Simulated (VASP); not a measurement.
# Ba (Im-3m) in VASP: further runs

The runs below take Ba through single point, relaxation of cell and atoms, with PBE+D3(BJ).

Program: VASP 6.6.1. These are calculated values, not measurements. Logs are shortened: lines on timing, memory, paths and dates and some standing lists are left out, and cuts for length are marked.

**1. The cell of the first run**

The structure is cubic, space group Im-3m (No. 229). Conventional cell: a = 4.916 Å, b = 4.916 Å, c = 4.916 Å, α = 90.00°, β = 90.00°, γ = 90.00°. Ba (site symmetry m-3m) has 14 Ba at 4.26 to 4.92 Å within 5.6 Å.

**2. Single point, PBE+D3(BJ)**

File INCAR:

```
SYSTEM = Ba
  PREC = Accurate
  ENCUT = 520
  EDIFF = 1E-6
  ISMEAR = 0
  SIGMA = 0.1
  LREAL = .FALSE.
  LASPH = .TRUE.
  NELM = 80
  ALGO = Normal
  ISIF = 2
  LWAVE = .FALSE.
  LCHARG = .TRUE.
  GGA = PE
  IVDW = 12
  LELF = .TRUE.
  LVHAR = .TRUE.
  NBANDS = 11
```

File KPOINTS:

```
regular mesh
0
G
  12 12 12
  0 0 0
```

File POSCAR:

```
Ba
1.0
   -2.4581003416      2.4581003416      2.4581003416
    2.4581003416     -2.4581003416      2.4581003416
    2.4581003416      2.4581003416     -2.4581003416
Ba
1
Direct
    0.0000000000      0.0000000000      0.0000000000
```

Potentials or basis: VASP PAW PBE potentials, release 64 (Ba_sv).

Launch:

```
cat potpaw_PBE.64/Ba_sv/POTCAR > POTCAR
mpirun -np 1 vasp_std > vasp.out
```

OUTCAR:

```text
SYSTEM = Ba
   PREC = Accurate
   ENCUT = 520
   EDIFF = 1E-6
   ISMEAR = 0
   LREAL = .FALSE.
   LASPH = .TRUE.
   NELM = 80
   ISIF = 2
   GGA = PE
   IVDW = 12
 IVDW          = 12

 ion  position               nearest neighbor table
   1  0.000  0.000  0.000-

  LATTYP: Found a body centered cubic cell.
 ALAT       =     4.9162006832

  Lattice vectors:

 A1 = (  -2.4581003416,   2.4581003416,   2.4581003416)
 A2 = (   2.4581003416,  -2.4581003416,   2.4581003416)
 A3 = (   2.4581003416,   2.4581003416,  -2.4581003416)

Analysis of symmetry for initial positions (statically):
=====================================================================
 Subroutine PRICEL returns:
 Original cell was already a primitive cell.

 Routine SETGRP: Setting up the symmetry group for a
 body centered cubic supercell.

 Subroutine GETGRP returns: Found 48 space group operations
 (whereof 48 operations were pure point group operations)
 out of a pool of 48 trial point group operations.

The static configuration has the point symmetry O_h .

Analysis of symmetry for dynamics (positions and initial velocities):
=====================================================================
 Subroutine PRICEL returns:
 Original cell was already a primitive cell.

 Routine SETGRP: Setting up the symmetry group for a
 body centered cubic supercell.

 Subroutine GETGRP returns: Found 48 space group operations
 (whereof 48 operations were pure point group operations)
 out of a pool of 48 trial point group operations.

The dynamic configuration has the point symmetry O_h .

 Subroutine INISYM returns: Found 48 space group operations
 (whereof 48 operations are pure point group operations),
 and found     1 'primitive' translations

----------------------------------------------------------------------------------------

                                     Primitive cell

  volume of cell :      59.4099

  direct lattice vectors                    reciprocal lattice vectors
    -2.458100342  2.458100342  2.458100342     0.000000000  0.203409109  0.203409109
     2.458100342 -2.458100342  2.458100342     0.203409109  0.000000000  0.203409109
     2.458100342  2.458100342 -2.458100342     0.203409109  0.203409109  0.000000000

  length of vectors
     4.257554682  4.257554682  4.257554682     0.287663920  0.287663920  0.287663920

  position of ions in fractional coordinates (direct lattice)
     0.000000000  0.000000000  0.000000000

  ion indices of the primitive-cell ions
   primitive index   ion index
                 1           1

----------------------------------------------------------------------------------------

 KPOINTS: regular mesh

Automatic generation of k-mesh.
 Grid dimensions read from file:
 generate k-points for:   12   12   12

 Generating k-lattice:

  Cartesian coordinates                     Fractional coordinates (reciprocal lattice)
     0.000000000  0.016950759  0.016950759     0.083333333  0.000000000  0.000000000
     0.016950759  0.000000000  0.016950759     0.000000000  0.083333333  0.000000000
     0.016950759  0.016950759  0.000000000     0.000000000  0.000000000  0.083333333

  Length of vectors
     0.023971993  0.023971993  0.023971993

  Shift w.r.t. Gamma in fractional coordinates (k-lattice)
     0.000000000  0.000000000  0.000000000

 Subroutine IBZKPT returns following result:
 ===========================================

 Found     72 irreducible k-points:

 Following reciprocal coordinates:
            Coordinates               Weight
  0.000000  0.000000  0.000000      1.000000
  0.083333  0.000000  0.000000     12.000000
  0.166667  0.000000  0.000000     12.000000
  0.250000  0.000000  0.000000     12.000000
  0.333333  0.000000  0.000000     12.000000
  0.416667  0.000000  0.000000     12.000000
[... 16 lines left out ...]
  0.333333  0.083333  0.083333     24.000000
  0.416667  0.083333  0.083333     12.000000
 [... further k-points ...]
   k-points           NKPTS =     72   k-points in BZ     NKDIM =     72   number of bands    NBANDS=     11
   number of dos      NEDOS =    301   number of ions     NIONS =      1
   total plane-waves  NPLWV =  32768
   dimension x,y,z NGX =    32 NGY =   32 NGZ =   32
   dimension x,y,z NGXF=    64 NGYF=   64 NGZF=   64
   ions per type =               1
   NGX,Y,Z   is equivalent  to a cutoff of  12.50, 12.50, 12.50 a.u.
   NGXF,Y,Z  is equivalent  to a cutoff of  24.99, 24.99, 24.99 a.u.
 SYSTEM =  Ba
   PREC   = accura    normal or accurate (medium, high low for compatibility)
   ISTART =      0    job   : 0-new  1-cont  2-samecut
   ICHARG =      2    charge: 1-file 2-atom 10-const
   ISPIN  =      1    spin polarized calculation?
   LNONCOLLINEAR =      F non collinear calculations
   LSORBIT =      F    spin-orbit coupling
   LASPH  =      T    aspherical Exc in radial PAW
   ENCUT  =  520.0 eV  38.22 Ry    6.18 a.u.   7.92  7.92  7.92*2*pi/ulx,y,z
   NELM   =     80;   NELMIN=  2; NELMDL= -5     # of ELM steps
   EDIFF  = 0.1E-05   stopping-criterion for ELM
   LREAL  =      F    real-space projection
   EDIFFG = 0.1E-04   stopping-criterion for IOM
   NSW    =      0    number of steps for IOM
   IBRION =     -1    ionic relax: 0-MD 1-quasi-New 2-CG
   NFREE  =      0    steps in history (QN), initial steepest desc. (CG)
   ISIF   =      2    stress and relaxation
   ISYM   =      2    0-nonsym 1-usesym 2-fastsym
   POTIM  = 0.5000    time-step for ionic-motion
   TEBEG  =    0.0;   TEEND  =   0.0 temperature during run
   PSTRESS=    0.0 pullay stress
   NELECT =      10.0000    total number of electrons
   NUPDOWN=      -1.0000    fix difference up-down
   EMIN   =  10.00;   EMAX   =-10.00  energy-range for DOS
   EFERMI =   0.00;   METHOD = LEGACY
   ISMEAR =     0;   SIGMA  =   0.10  broadening in eV -4-tet -1-fermi 0-gaus
   EFERMI_NEDOS =   21; number of points for ismear=-14 and -15
   IALGO  =     38    algorithm
   IMIX   =      4    mixing-type and parameters
     AMIX     =   0.40;   BMIX     =  1.00
     AMIX_MAG =   1.60;   BMIX_MAG =  1.00
  volume/ion in A,a.u.               =      59.41       400.92
  Fermi-wavevector in a.u.,A,eV,Ry     =   0.903903  1.708129 11.116516  0.817041
  Thomas-Fermi vector in A             =   2.027285
   LORBIT       =      0    0 simple, 1 ext, 2 COOP (PROOUT), +10 PAW based schemes
   GGA     = PE    functional components
   LHFCALC =     F    Hartree Fock is set to
   AEXX    =    0.0000 exact exchange contribution
   IVDW    =    12    specifies the selected vdW correction
   LEPSILON=     F    determine dielectric tensor
   LRPA    =     F    only Hartree local field effects (RPA)
 non-spin polarized calculation
 Gauss-broadening in eV      SIGMA  =   0.10
  energy-cutoff  :      520.00
  volume of cell :       59.41
 maximum number of plane-waves:      1638
   NGX = 15   NGY = 15   NGZ = 15

 number of electron      10.0000000 magnetization

 Free energy of the ion-electron system (eV)
  ---------------------------------------------------
  ext. energy  EPLUGINS =         0.00000000
  ---------------------------------------------------
  free energy    TOTEN  =        -1.90264667 eV

  energy without entropy =       -1.89629847  energy(sigma->0) =       -1.89947257

 E-fermi :   1.8447     XC(G=0):  -7.5983

 val. band max:        1.8291484269   @ k =  -0.3333   0.3333   0.3333
 cond. band min:       1.8641921395   @ k =  -0.4167  -0.4167   0.1667
 fundamental gap:      0.0350437126
 Fermi energy:         1.8446805987

 k-point     1 :       0.0000    0.0000    0.0000
  band No.  band energies     occupation
      1     -26.9429      2.00000
      2     -11.8555      2.00000
      3     -11.8555      2.00000
      4     -11.8555      2.00000
      5      -0.9306      2.00000
      6       3.7425      0.00000
      7       3.7425      0.00000
      8       3.7425      0.00000
      9       5.2225      0.00000
     10       5.2225      0.00000
     11       8.9531      0.00000

 k-point     2 :       0.0833    0.0000    0.0000
  band No.  band energies     occupation
      1     -26.9392      2.00000
      2     -11.8958      2.00000
      3     -11.8677      2.00000
      4     -11.8558      2.00000
      5      -0.7909      2.00000
      6       3.6272      0.00000
      7       3.6815      0.00000
      8       3.8847      0.00000
      9       5.0338      0.00000
     10       5.2118      0.00000
     11       9.1148      0.00000

 k-point     3 :       0.1667    0.0000    0.0000
  band No.  band energies     occupation
      1     -26.9290      2.00000
      2     -12.0034      2.00000
      3     -11.9007      2.00000
      4     -11.8566      2.00000
      5      -0.4026      2.00000
      6       3.3500      0.00000
      7       3.4177      0.00000
      8       4.3039      0.00000
      9       4.8644      0.00000
     10       5.2116      0.00000
     11       9.4505      0.00000

 k-point     4 :       0.2500    0.0000    0.0000
  band No.  band energies     occupation
      1     -26.9150      2.00000
      2     -12.1446      2.00000
      3     -11.9451      2.00000
      4     -11.8578      2.00000
      5       0.1348      2.00000
      6       3.0335      0.00000
      7       3.0468      0.00000
      8       4.9713      0.00000
      9       4.9772      0.00000
     10       5.2805      0.00000
     11       9.3614      0.00000
[... 239 lines left out ...]
 k-point    22 :       0.2500    0.0833    0.0833
  band No.  band energies     occupation
      1     -26.8983      2.00000
      2     -12.2829      2.00000
      3     -11.9937      2.00000
      4     -11.8928      2.00000
      5       0.8911      2.00000
      6       2.6303      0.00000
      7       2.6857      0.00000
      8       5.2645      0.00000
      9       5.5510      0.00000
     10       6.3236      0.00000
     11       9.0072      0.00000

 k-point    23 :       0.3333    0.0833    0.0833
  band No.  band energies     occupation
      1     -26.8892      2.00000
      2     -12.3497      2.00000
      3     -12.0405      2.00000
      4     -11.8960      2.00000
      5       1.1605      2.00000
      6       2.4926      0.00000
      7       2.8865      0.00000
      8       5.3684      0.00000
      9       5.7533      0.00000
     10       7.1397      0.00000
     11       8.3623      0.00000

 k-point    24 :       0.4167    0.0833    0.0833
  band No.  band energies     occupation
      1     -26.8858      2.00000
      2     -12.3732      2.00000
      3     -12.0581      2.00000
      4     -11.8971      2.00000
      5       1.2088      2.00000
      6       2.4463      0.00000
      7       3.0913      0.00000
      8       5.3544      0.00000
      9       5.8524      0.00000
     10       7.6700      0.00000
     11       7.9151      0.00000

 [... further k-points ...]

------------------------ aborting loop because EDIFF is reached ----------------------------------------

 Edisp (eV)   -0.21082

 E8    (eV) :    -0.1213

  FORCE on cell =-STRESS in cart. coord.  units (eV):
  Direction    XX          YY          ZZ          XY          YZ          ZX
  --------------------------------------------------------------------------------------
  -------------------------------------------------------------------------------------
  Total       0.03563     0.03563     0.03563     0.00000     0.00000    -0.00000
  in kB       0.96094     0.96094     0.96094     0.00000     0.00000    -0.00000
  external pressure =        0.96 kB  Pullay stress =        0.00 kB

 VOLUME and BASIS-vectors are now :
 -----------------------------------------------------------------------------
  energy-cutoff  :      520.00
  volume of cell :       59.41
      direct lattice vectors                 reciprocal lattice vectors
    -2.458100342  2.458100342  2.458100342     0.000000000  0.203409109  0.203409109
     2.458100342 -2.458100342  2.458100342     0.203409109  0.000000000  0.203409109
     2.458100342  2.458100342 -2.458100342     0.203409109  0.203409109  0.000000000

 POSITION                                       TOTAL-FORCE (eV/Angst)
 -----------------------------------------------------------------------------------
      0.00000      0.00000      0.00000        -0.000000      0.000000      0.000000
 -----------------------------------------------------------------------------------
    total drift:                               -0.000000      0.000000      0.000000

  FREE ENERGIE OF THE ION-ELECTRON SYSTEM (eV)
  ---------------------------------------------------
  free  energy   TOTEN  =        -2.1134661950 eV

  energy  without entropy=       -2.1071179934  energy(sigma->0) =       -2.11029209
```

Wall time 19 s (1 thread of Intel Xeon Platinum 8375C at 2.90GHz (Ice Lake), shared host); peak memory 0.21 GiB.

Results:

```yaml
Free_energy: -2.1135 eV
Pressure: 0.1 GPa
Band_gap_on_the_k_mesh: zero (band 5 reaches 2.42 eV, above the bottom of band 6 at 1.22 eV)
Dispersion_energy_per_atom: -0.211 eV
```

Levels at points of the mesh, in eV from the Fermi level:
```csv
k point,band 3,band 4,band 5,band 6,band 7,band 8
"(0.00, 0.00, 0.00)",-13.70,-13.70,-2.78,1.90,1.90,1.90
"(0.50, 0.00, 0.00)",-13.88,-13.70,-0.93,0.68,1.44,3.37
"(0.50, 0.50, 0.50)",-14.08,-14.08,-0.63,-0.63,4.66,4.66
```

Caveat: spin-orbit coupling is left out, which moves the levels of the heavy elements; pairwise dispersion overbinds metals, which lowers pressure and volume.

**3. Relaxation of cell and atoms, PBE+D3(BJ)**

This run uses another cell than the first one, of 62.50 Å³/atom, 1.052 times its volume.

File INCAR:

```
SYSTEM = Ba
PREC = Accurate
ENCUT = 600
EDIFF = 1E-6
ISMEAR = 0
SIGMA = 0.1
LREAL = .FALSE.
LASPH = .TRUE.
NELM = 80
ALGO = Normal
ISIF = 3
LWAVE = .FALSE.
LCHARG = .FALSE.
GGA = PE
IVDW = 12
IBRION = 2
NSW = 100
EDIFFG = -0.005
```

File KPOINTS:

```
Automatic mesh
0
G
  12 12 12
  0 0 0
```

File POSCAR:

```
Ba
1.0
   -2.5000000000      2.5000000000      2.5000000000
    2.5000000000     -2.5000000000      2.5000000000
    2.5000000000      2.5000000000     -2.5000000000
Ba
1
Direct
    0.0000000000      0.0000000000      0.0000000000
```

Potentials or basis: VASP PAW PBE potentials, release 64 (Ba_sv).

Launch:

```
cat potpaw_PBE.64/Ba_sv/POTCAR > POTCAR
mpirun -np 1 vasp_std > vasp.out
```

Run time: 62 s. Hardware: 1 thread of Intel Xeon Platinum 8375C at 2.90GHz (Ice Lake), shared host; peak memory 0.24 GiB.

The run converged. Its results:

* Free energy: -2.1138 eV
* Relaxed volume: 60.03 Å³/atom
* Relaxed cell: a = 4.272 Å, b = 4.272 Å, c = 4.272 Å, α = 109.47°, β = 109.47°, γ = 109.47°
* Space group after relaxing (to 0.05 Å): Im-3m (No. 229)
* Energy gained by relaxing: 2.8 meV/atom
* Ionic steps: 3
* Pressure after relaxing: 0.0 GPa
* Band gap on the k mesh: zero (band 5 reaches 2.38 eV, above the bottom of band 6 at 1.20 eV)
* Dispersion energy per atom: -0.209 eV

Step by step:
| step | energy change (eV) | largest force (eV/Å) | pressure (GPa) | volume (Å³) |
| --- | --- | --- | --- | --- |
| 1 | 0.0000 | 0.0000 | -0.35 | 62.50 |
| 2 | -0.0020 | 0.0000 | -0.19 | 61.28 |
| 3 | -0.0028 | 0.0000 | -0.01 | 60.03 |

Final structure:
```
CELL_PARAMETERS angstrom
-2.46661 2.46661 2.46661
2.46661 -2.46661 2.46661
2.46661 2.46661 -2.46661
ATOMIC_POSITIONS crystal
Ba 0.00000 0.00000 0.00000
```

Levels at points of the mesh, in eV from the Fermi level:
| k point | band 2 | band 3 | band 4 | band 5 | band 6 | band 7 | band 8 | band 9 |
| --- | --- | --- | --- | --- | --- | --- | --- | --- |
| (0.00, 0.00, 0.00) | -13.72 | -13.72 | -13.72 | -2.77 | 1.89 | 1.89 | 1.89 | 3.35 |
| (0.50, 0.00, 0.00) | -14.26 | -13.89 | -13.73 | -0.92 | 0.69 | 1.40 | 3.34 | 3.95 |
| (0.50, 0.50, 0.50) | -14.09 | -14.09 | -14.09 | -0.61 | -0.61 | 4.61 | 4.61 | 4.61 |

Caveat: spin-orbit coupling is left out, which moves the levels of the heavy elements; pairwise dispersion overbinds metals, which lowers pressure and volume.
